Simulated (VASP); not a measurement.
# Te2Mo (P6_3/mmc) in VASP: further runs

The runs below take Te2Mo through single point, relaxation of cell and atoms, with PBE, revPBE, r2SCAN+U.

Everything below comes from runs of VASP 6.6.1. Logs are shortened: lines on timing, memory, paths and dates and some standing lists are left out, and cuts for length are marked.

**Experimental background.**

“Broadband infrared study of pressure-tunable Fano resonance and metallization transition in 2H-MoTe2”, 2022, pmc:9569381 quotes, for a bulk crystal of Te2Mo at 300 K: band gap 0.88 ± 0.05 eV (indirect).

How close the calculation comes is told below.

### 1 The cell of the first run

The structure is hexagonal, space group P6_3/mmc (No. 194). Conventional cell: a = 3.518 Å, b = 3.518 Å, c = 13.974 Å, α = 90.00°, β = 90.00°, γ = 120.00°. Te (site symmetry 3m) has 3 Mo at 2.72 Å and 6 Te at 3.52 Å within 3.6 Å. Mo (site symmetry -6m2) has 6 Te at 2.72 Å and 6 Mo at 3.52 Å within 3.6 Å.

### 2 Single point, PBE

File INCAR:

```
SYSTEM = Te2Mo
ALGO     = Normal         ! electronic algorithm
EDIFF    = 1E-6           ! SCF threshold, eV
ENCUT    = 500            ! plane-wave cutoff, eV
GGA      = PE             ! functional
GGA_COMPAT= .FALSE.      
ISIF     = 2              ! what is computed and relaxed
ISMEAR   = -1             ! smearing method
LASPH    = .TRUE.         ! aspherical terms in the spheres
LCHARG   = .TRUE.         ! write CHGCAR
LELF     = .TRUE.         ! ELF
LREAL    = .FALSE.        ! projectors in reciprocal space
LVHAR    = .TRUE.       
LWAVE    = .FALSE.        ! write WAVECAR
NBANDS   = 35             ! bands
NELM     = 120            ! most SCF steps
PREC     = Accurate       ! precision mode
SIGMA    = 0.02           ! smearing width, eV
```

File KPOINTS:

```
k-points
0
G
  12 12 2
  0 0 0
```

File POSCAR:

```
Te2Mo
1.0
    3.5182000000      0.0000000000      0.0000000000
   -1.7591000000      3.0468505756      0.0000000000
    0.0000000000      0.0000000000     13.9736000000
Te Mo
4 2
Direct
    0.6666666667      0.3333333333      0.3790000000
    0.3333333333      0.6666666667      0.8790000000
    0.6666666667      0.3333333333      0.1210000000
    0.3333333333      0.6666666667      0.6210000000
    0.6666666667      0.3333333333      0.7500000000
    0.3333333333      0.6666666667      0.2500000000
```

Potentials or basis: VASP PAW PBE potentials, release 64 (Te, Mo_sv).

Launch:

```console
cat potpaw_PBE.64/Te/POTCAR potpaw_PBE.64/Mo_sv/POTCAR > POTCAR
mpirun -np 1 vasp_std > vasp.out
```

OUTCAR:

```text
SYSTEM = Te2Mo
   EDIFF = 1E-6
   ENCUT = 500
   GGA = PE
   ISIF = 2
   ISMEAR = -1
   LASPH = .TRUE.
   LREAL = .FALSE.
   NELM = 120
   PREC = Accurate

 ion  position               nearest neighbor table
   1  0.667  0.333  0.379-   6 2.72   6 2.72   6 2.72   3 3.61
   2  0.333  0.667  0.879-   5 2.72   5 2.72   5 2.72   4 3.61
   3  0.667  0.333  0.121-   6 2.72   6 2.72   6 2.72   1 3.61
   4  0.333  0.667  0.621-   5 2.72   5 2.72   5 2.72   2 3.61
   5  0.667  0.333  0.750-   2 2.72   4 2.72   2 2.72   4 2.72   2 2.72   4 2.72
   6  0.333  0.667  0.250-   1 2.72   3 2.72   1 2.72   3 2.72   1 2.72   3 2.72

  LATTYP: Found a hexagonal cell.
 ALAT       =     3.5182000000
 C/A-ratio  =     3.9718037633

  Lattice vectors:

 A1 = (   3.5182000000,   0.0000000000,   0.0000000000)
 A2 = (  -1.7591000000,   3.0468505756,   0.0000000000)
 A3 = (   0.0000000000,   0.0000000000,  13.9736000000)

Analysis of symmetry for initial positions (statically):
=====================================================================
 Subroutine PRICEL returns:
 Original cell was already a primitive cell.

 Routine SETGRP: Setting up the symmetry group for a
 hexagonal supercell.

 Subroutine GETGRP returns: Found 24 space group operations
 (whereof 12 operations were pure point group operations)
 out of a pool of 24 trial point group operations.

The static configuration has the point symmetry D_3d.
 The point group associated with its full space group is D_6h.

Analysis of symmetry for dynamics (positions and initial velocities):
=====================================================================
 Subroutine PRICEL returns:
 Original cell was already a primitive cell.

 Routine SETGRP: Setting up the symmetry group for a
 hexagonal supercell.

 Subroutine GETGRP returns: Found 24 space group operations
 (whereof 12 operations were pure point group operations)
 out of a pool of 24 trial point group operations.

The dynamic configuration has the point symmetry D_3d.
 The point group associated with its full space group is D_6h.

 Subroutine INISYM returns: Found 24 space group operations
 (whereof 12 operations are pure point group operations),
 and found     1 'primitive' translations

[... 96 lines left out ...]
   ISPIN  =      1    spin polarized calculation?
   LNONCOLLINEAR =      F non collinear calculations
   LSORBIT =      F    spin-orbit coupling
   LASPH  =      T    aspherical Exc in radial PAW
   ENCUT  =  500.0 eV  36.75 Ry    6.06 a.u.   6.41  6.41 25.48*2*pi/ulx,y,z
   NELM   =    120;   NELMIN=  2; NELMDL= -5     # of ELM steps
   EDIFF  = 0.1E-05   stopping-criterion for ELM
   LREAL  =      F    real-space projection
   EDIFFG = 0.1E-04   stopping-criterion for IOM
   NSW    =      0    number of steps for IOM
   IBRION =     -1    ionic relax: 0-MD 1-quasi-New 2-CG
   NFREE  =      0    steps in history (QN), initial steepest desc. (CG)
   ISIF   =      2    stress and relaxation
   ISYM   =      2    0-nonsym 1-usesym 2-fastsym
   POTIM  = 0.5000    time-step for ionic-motion
   TEBEG  =    0.0;   TEEND  =   0.0 temperature during run
   PSTRESS=    0.0 pullay stress
   NELECT =      52.0000    total number of electrons
   NUPDOWN=      -1.0000    fix difference up-down
   EMIN   =  10.00;   EMAX   =-10.00  energy-range for DOS
   EFERMI =   0.00;   METHOD = LEGACY
   ISMEAR =    -1;   SIGMA  =   0.02  broadening in eV -4-tet -1-fermi 0-gaus
   EFERMI_NEDOS =   21; number of points for ismear=-14 and -15
   IALGO  =     38    algorithm
   IMIX   =      4    mixing-type and parameters
     AMIX     =   0.40;   BMIX     =  1.00
     AMIX_MAG =   1.60;   BMIX_MAG =  1.00
  volume/ion in A,a.u.               =      24.96       168.47
  Fermi-wavevector in a.u.,A,eV,Ry     =   1.150578  2.174277 18.011787  1.323829
  Thomas-Fermi vector in A             =   2.287241
   LORBIT       =      0    0 simple, 1 ext, 2 COOP (PROOUT), +10 PAW based schemes
   GGA     = PE    functional components
   LHFCALC =     F    Hartree Fock is set to
   AEXX    =    0.0000 exact exchange contribution
   IVDW    =     0    specifies the selected vdW correction
   LEPSILON=     F    determine dielectric tensor
   LRPA    =     F    only Hartree local field effects (RPA)
 non-spin polarized calculation
  energy-cutoff  :      500.00
  volume of cell :      149.79
 maximum number of plane-waves:      3839
 NGX is ok and might be reduce to    28
   NGX = 13   NGY = 13   NGZ = 51

 number of electron      51.9999997 magnetization

 Free energy of the ion-electron system (eV)
  ---------------------------------------------------
  ext. energy  EPLUGINS =         0.00000000
  ---------------------------------------------------
  free energy    TOTEN  =       -35.98689998 eV

  energy without entropy =      -35.98689998  energy(sigma->0) =      -35.98689998

 E-fermi :   8.5111     XC(G=0): -10.4426

 val. band max:        8.1565731063   @ k =   0.0000   0.0000   0.0000
 cond. band min:       8.9111364711   @ k =   0.2500   0.1667   0.0000
 fundamental gap:      0.7545633648
 Fermi energy:         8.5110894385

 k-point     1 :       0.0000    0.0000    0.0000
  band No.  band energies     occupation
      1     -52.6640      2.00000
      2     -52.6640      2.00000
      3     -26.8311      2.00000
      4     -26.8311      2.00000
      5     -26.7077      2.00000
      6     -26.7077      2.00000
[... 901 lines left out ...]
     34      11.6508      0.00000
     35      13.3513      0.00000

 [... further k-points ...]
[... 5 lines left out ...]
  --------------------------------------------------------------------------------------
  -------------------------------------------------------------------------------------
  Total        2.5141923      2.5141923      3.2309135      0.0000000      0.0000000      0.0000000
  in kB       26.8923703     26.8923703     34.5585830      0.0000000      0.0000000      0.0000000
  external PRESSURE =      29.4477745 kB  Pullay stress =       0.0000000 kB

 VOLUME and BASIS-vectors are now :
 -----------------------------------------------------------------------------
  energy-cutoff  :      500.00
  volume of cell :      149.79
      direct lattice vectors                 reciprocal lattice vectors
     3.518200000  0.000000000  0.000000000     0.284236257  0.164103880  0.000000000
    -1.759100000  3.046850576  0.000000000     0.000000000  0.328207759  0.000000000
     0.000000000  0.000000000 13.973600000     0.000000000  0.000000000  0.071563520

 POSITION                                       TOTAL-FORCE (eV/Angst)
 -----------------------------------------------------------------------------------
      1.75910      1.01562      5.29599         0.000000     -0.000000      0.189011
     -0.00000      2.03123     12.28279        -0.000000      0.000000      0.189011
      1.75910      1.01562      1.69081         0.000000     -0.000000     -0.189011
     -0.00000      2.03123      8.67761        -0.000000      0.000000     -0.189011
      1.75910      1.01562     10.48020        -0.000000      0.000000     -0.000000
     -0.00000      2.03123      3.49340         0.000000     -0.000000     -0.000000
 -----------------------------------------------------------------------------------
    total drift:                               -0.000000      0.000000     -0.000000

  FREE ENERGIE OF THE ION-ELECTRON SYSTEM (eV)
  ---------------------------------------------------
  free  energy   TOTEN  =       -35.9868999829 eV

  energy  without entropy=      -35.9868999827  energy(sigma->0) =      -35.98689998
```

Run time: 4 min. Hardware: 1 thread of Intel Xeon 6975P-C, shared host; peak memory 0.37 GiB.

Results:

```yaml
Free_energy: -35.9869 eV
Pressure: 2.9 GPa
Largest_force: 0.189 eV/Å
Band_gap_on_the_k_mesh: 0.75 eV, indirect (least direct gap 1.04 eV)
```

Forces on the atoms (eV/Å):
```
Te   0.000  0.000  0.189
Te   0.000  0.000  0.189
Te   0.000  0.000 -0.189
Te   0.000  0.000 -0.189
Mo   0.000  0.000  0.000
Mo   0.000  0.000  0.000
```

Stress tensor (GPa, compression positive):
```
2.69 0.00 0.00
0.00 2.69 0.00
0.00 0.00 3.46
```

Caveat: spin-orbit coupling is left out, which moves the levels of the heavy elements; this functional lacks dispersion, which binds the layers, so the pressure and a relaxed spacing across them are unreliable.

### 3 Relaxation of cell and atoms, revPBE

File INCAR:

```
PREC     = Accurate       # precision mode
ENCUT    = 600            # plane-wave cutoff, eV
EDIFF    = 1E-6           # SCF threshold, eV
ISMEAR   = -1             # smearing method
SIGMA    = 0.05           # smearing width, eV
LREAL    = False          # projectors in reciprocal space
LASPH    = True           # aspherical terms in the spheres
NELM     = 80             # most SCF steps
ALGO     = Normal         # electronic algorithm
ISIF     = 3              # what is computed and relaxed
LWAVE    = False          # write WAVECAR
LCHARG   = False          # write CHGCAR
GGA      = RE             # functional
IBRION   = 2              # ionic algorithm
NSW      = 60             # ionic steps
EDIFFG   = -0.01          # ionic threshold
```

File KPOINTS:

```
regular mesh
0
Gamma
  9 9 2
```

POSCAR is that of step 2.

Potentials or basis: VASP PAW PBE potentials, release 64 (Te, Mo_sv).

Launch:

```console
cat potpaw_PBE.64/Te/POTCAR potpaw_PBE.64/Mo_sv/POTCAR > POTCAR
mpirun -np 1 vasp_std > vasp.out
```

OUTCAR:

```text
PREC = Accurate
   ENCUT = 600
   EDIFF = 1E-6
   ISMEAR = -1
   LREAL = False
   LASPH = True
   NELM = 80
   ISIF = 3
   GGA = RE
   IBRION = 2
   NSW = 60
   EDIFFG = -0.01

 ion  position               nearest neighbor table
   1  0.667  0.333  0.379-   6 2.72   6 2.72   6 2.72   3 3.61
   2  0.333  0.667  0.879-   5 2.72   5 2.72   5 2.72   4 3.61
   3  0.667  0.333  0.121-   6 2.72   6 2.72   6 2.72   1 3.61
   4  0.333  0.667  0.621-   5 2.72   5 2.72   5 2.72   2 3.61
   5  0.667  0.333  0.750-   2 2.72   4 2.72   2 2.72   4 2.72   2 2.72   4 2.72
   6  0.333  0.667  0.250-   1 2.72   3 2.72   1 2.72   3 2.72   1 2.72   3 2.72

  LATTYP: Found a hexagonal cell.
 ALAT       =     3.5182000000
 C/A-ratio  =     3.9718037633

  Lattice vectors:

 A1 = (   3.5182000000,   0.0000000000,   0.0000000000)
 A2 = (  -1.7591000000,   3.0468505756,   0.0000000000)
[... 1123 lines left out ...]
     30       9.1290      0.00000
     31       9.6255      0.00000

[... ionic steps 4 to 33 ...]

--------------------------------------- Ionic step       34  -------------------------------------------

 number of electron      51.9999998 magnetization

------------------------ aborting loop because EDIFF is reached ----------------------------------------
[... 75 lines left out ...]
--------------------------------------- Ionic step       36  -------------------------------------------

 number of electron      52.0000003 magnetization

 Free energy of the ion-electron system (eV)
  ---------------------------------------------------
  ext. energy  EPLUGINS =         0.00000000
  ---------------------------------------------------
  free energy    TOTEN  =       -34.00505905 eV

  energy without entropy =      -34.00505468  energy(sigma->0) =      -34.00505686

 E-fermi :   5.3177     XC(G=0):  -8.3907

 val. band max:        4.8061646317   @ k =   0.3333   0.3333   0.0000
 cond. band min:       5.8305558883   @ k =   0.3333   0.3333   0.0000
 fundamental gap:      1.0243912566
 Fermi energy:         5.3177017865

 k-point     1 :       0.0000    0.0000    0.0000
  band No.  band energies     occupation
      1     -55.9245      2.00000
      2     -55.9245      2.00000
      3     -30.0560      2.00000
      4     -30.0557      2.00000
      5     -29.9721      2.00000
      6     -29.9721      2.00000
[... 838 lines left out ...]
  FREE ENERGIE OF THE ION-ELECTRON SYSTEM (eV)
  ---------------------------------------------------
  free  energy   TOTEN  =       -34.0050590503 eV

  energy  without entropy=      -34.0050546759  energy(sigma->0) =      -34.00505686

 reached required accuracy - stopping structural energy minimisation
```

Run time: 49 min. Hardware: 1 thread of Intel Xeon Platinum 8259CL at 2.50GHz (Skylake/Cascade Lake), shared host; peak memory 0.38 GiB.

Results:

| Quantity | Value |
| --- | --- |
| Free energy | -34.0051 eV |
| Relaxed volume | 33.49 Å³/atom |
| Relaxed cell | a = 3.580 Å, b = 3.580 Å, c = 18.098 Å, α = 90.00°, β = 90.00°, γ = 120.00° |
| Space group after relaxing (to 0.05 Å) | P6_3/mmc (No. 194) |
| Energy gained by relaxing | 45.2 meV/atom |
| Ionic steps | 36 |
| Pressure after relaxing | 0.0 GPa |
| Band gap on the k mesh | 1.02 eV, direct |

Forces on the atoms (eV/Å):
```
Te   0.000  0.000  0.002
Te   0.000  0.000  0.002
Te   0.000  0.000 -0.002
Te   0.000  0.000 -0.002
Mo   0.000  0.000  0.000
Mo   0.000  0.000  0.000
```

The path:
```tsv
step	energy change (eV)	largest force (eV/Å)	pressure (GPa)	volume (Å³)
1	0.0000	0.2425	4.25	149.79
2	0.0771	1.0898	-4.56	164.60
3	-0.0773	0.3583	0.15	155.68
4	-0.0773	0.3472	0.23	155.56
5	-0.0963	0.2546	0.14	157.07
6	-0.1098	0.0935	0.03	159.63
7	-0.1266	0.0999	-0.05	160.86
8	-0.1656	0.1162	-0.17	164.49
9	-0.2133	0.1215	-0.04	171.66
10	-0.2486	0.0590	1.11	185.55
11	-0.2599	0.1842	-0.24	191.22
12	-0.2600	0.1556	-0.09	190.54
13	-0.2655	0.1001	-0.11	191.88
14	-0.2677	0.0376	-0.14	193.33
15	-0.2678	0.0335	-0.14	193.43
16	-0.2680	0.0118	0.09	192.98
17	-0.2680	0.0020	0.04	193.08
18	-0.2682	0.0063	0.04	193.09
19	-0.2683	0.0208	0.05	193.10
20	-0.2684	0.0294	0.01	193.34
21	-0.2686	0.0537	-0.12	194.07
22	-0.2686	0.0525	-0.12	194.11
23	-0.2687	0.0493	-0.10	194.21
24	-0.2690	0.0426	-0.09	194.42
25	-0.2694	0.0290	-0.05	194.84
26	-0.2699	0.0005	0.01	195.67
27	-0.2700	0.0586	0.15	197.34
28	-0.2702	0.0352	0.09	196.65
29	-0.2701	0.0243	0.06	196.35
30	-0.2704	0.0169	0.03	196.87
31	-0.2709	0.0035	-0.07	198.43
32	-0.2706	0.0401	-0.25	201.56
33	-0.2709	0.0150	-0.13	199.62
34	-0.2711	0.0095	-0.08	200.09
35	-0.2712	0.0101	0.03	201.52
36	-0.2712	0.0021	-0.03	200.93
```

Final structure:
```
Te Mo
1.0
     3.58047    0.00000    0.00000
    -1.79024    3.10078    0.00000
     0.00000    0.00000   18.09814
Te Mo
4 2
Cartesian
  1.7902 1.0336 6.3324
  0.0000 2.0672 15.3815
  1.7902 1.0336 2.7167
  0.0000 2.0672 11.7657
  1.7902 1.0336 13.5736
  0.0000 2.0672 4.5245
```

Levels at points of the mesh, in eV from the valence-band top:
```tsv
k point	band 23	band 24	band 25	band 26	band 27	band 28	band 29	band 30
(0.00, 0.00, 0.00)	-0.90	-0.90	-0.49	-0.31	2.95	2.95	2.96	2.96
(0.00, 0.00, 0.50)	-0.90	-0.90	-0.39	-0.39	2.95	2.95	2.95	2.95
```

Caveat: the volume moved by over 15 % at a fixed basis, so the end points are rough; the PAW data sets were made with another functional, which shifts forces and pressure a little; spin-orbit coupling is left out, which moves the levels of the heavy elements; this functional lacks dispersion, which binds the layers, so the pressure and a relaxed spacing across them are unreliable; the volume moved by +34 % from the deposited cell, more than functionals usually miss. A k mesh can miss the band edges.

### 4 Single point, r2SCAN+U

POSCAR is that of step 3.

File INCAR.step1:

```
ALGO = Normal
EDIFF = 1E-4
ENCUT = 520
GGA = PE
ISMEAR = -1
LASPH = True
LCHARG = False
LDAU = True
LDAUJ = 0 0
LDAUL = -1 2
LDAUTYPE = 2
LDAUU = 0 7
LMAXMIX = 4
LREAL = False
LWAVE = True
NBANDS = 35
NELM = 150
PREC = Accurate
SIGMA = 0.05
```

File INCAR.step2:

```
ALGO = Normal
EDIFF = 1E-7
ENCUT = 520
ISIF = 2
ISMEAR = -1
ISTART = 1
LASPH = True
LCHARG = False
LDAU = True
LDAUJ = 0 0
LDAUL = -1 2
LDAUPRINT = 1
LDAUTYPE = 2
LDAUU = 0 7
LMAXMIX = 4
LMIXTAU = True
LREAL = False
LWAVE = False
METAGGA = R2SCAN
NBANDS = 35
NELM = 150
PREC = Accurate
SIGMA = 0.05
```

File KPOINTS:

```
k-points
0
Gamma
  9 9 2
```

Launch:

```console
cat potpaw_PBE.64/Te/POTCAR potpaw_PBE.64/Mo_sv/POTCAR > POTCAR
cp INCAR.step1 INCAR
mpirun -np 1 vasp_std > vasp.out
cp INCAR.step2 INCAR
mpirun -np 1 vasp_std > vasp.out
```

Run time: 11 min. Hardware: 1 thread of Intel Xeon Platinum 8259CL at 2.50GHz (Skylake/Cascade Lake), shared host; peak memory 0.37 GiB.

Results (log left out):

* Free energy: -138.9032 eV
* Pressure: 5.0 GPa
* Largest force: 0.348 eV/Å
* Band gap on the k mesh: 0.89 eV, indirect (least direct gap 1.08 eV)

Forces in eV/Å, atoms in the order of the input:
```
Te   0.000  0.000  0.348
Te   0.000  0.000  0.348
Te   0.000  0.000 -0.348
Te   0.000  0.000 -0.348
Mo   0.000  0.000  0.000
Mo   0.000  0.000  0.000
```

Stress tensor (GPa, compression positive):
```
4.90 0.00 0.00
0.00 4.90 0.00
0.00 0.00 5.09
```

Levels at points of the mesh, in eV from the valence-band top:
```csv
k point,band 23,band 24,band 25,band 26,band 27,band 28,band 29,band 30
"(0.00, 0.00, 0.00)",-1.16,-1.07,-0.59,0.00,2.91,2.91,3.04,3.04
"(0.00, 0.00, 0.50)",-1.18,-1.18,-0.14,-0.14,2.95,2.95,2.95,2.95
```

Eigenvalues of the final occupation matrices:
```tsv
site	spin	trace	eigenvalues
site 5 d	1	1.92	0.37 0.37 0.38 0.40 0.40
site 5 d	2	1.92	0.37 0.37 0.38 0.40 0.40
site 6 d	1	1.92	0.37 0.37 0.38 0.40 0.40
site 6 d	2	1.92	0.37 0.37 0.38 0.40 0.40
```

Caveat: the PAW data sets were made with another functional, which shifts forces and pressure a little; spin-orbit coupling is left out, which moves the levels of the heavy elements; the U is typed as a test and isn't derived for this compound. A k mesh can miss the band edges.

### 5 The runs side by side

| task | level | U | cell | k mesh | cutoff (eV) | smearing | gap on the mesh (eV) | pressure (GPa) | largest force (eV/Å) |
| --- | --- | --- | --- | --- | --- | --- | --- | --- | --- |
| single point | PBE | - | as given | 12 × 12 × 2 | 500 | fermi-dirac 0.02 eV | 0.75 | 2.9 | 0.19 |
| relaxation of cell and atoms | revPBE | - | relaxed | 9 × 9 × 2 | 600 | fermi-dirac 0.05 eV | 1.02 | 0.0 | - |
| single point | r2SCAN+U | Mo d U = 7.0 eV | as given | 9 × 9 × 2 | 520 | fermi-dirac 0.05 eV | 0.89 | 5.0 | 0.35 |

Alike in all rows: potentials or basis VASP PAW PBE potentials, release 64 (Te, Mo_sv); no spin polarisation.

Caveats: spin-orbit coupling is left out, which moves the levels of the heavy elements; this functional lacks dispersion, which binds the layers, so the pressure and a relaxed spacing across them are unreliable (some runs); the PAW data sets were made with another functional, which shifts forces and pressure a little (some runs); the volume moved by over 15 % at a fixed basis, so the end points are rough (some runs); the volume moved by +34 % from the deposited cell, more than functionals usually miss (some runs); the U is typed as a test and isn't derived for this compound (some runs).

Absolute energies hang on the potentials; compare differences alone.

### 6 Against experiment

Step 2. Measured gap of Te2Mo: 0.88 eV (indirect; 300 K; quoted in “Broadband infrared study of pressure-tunable Fano resonance and metallization transition in 2H-MoTe2”, 2022, pmc:9569381). This calculation gives 0.75 eV (-0.13 eV). Spin-orbit coupling on Mo, Te is left out. The value is that of PBE on a finite k mesh, which can miss the band edges, without temperature or zero-point motion. Semilocal functionals fall short of measured gaps as a rule.
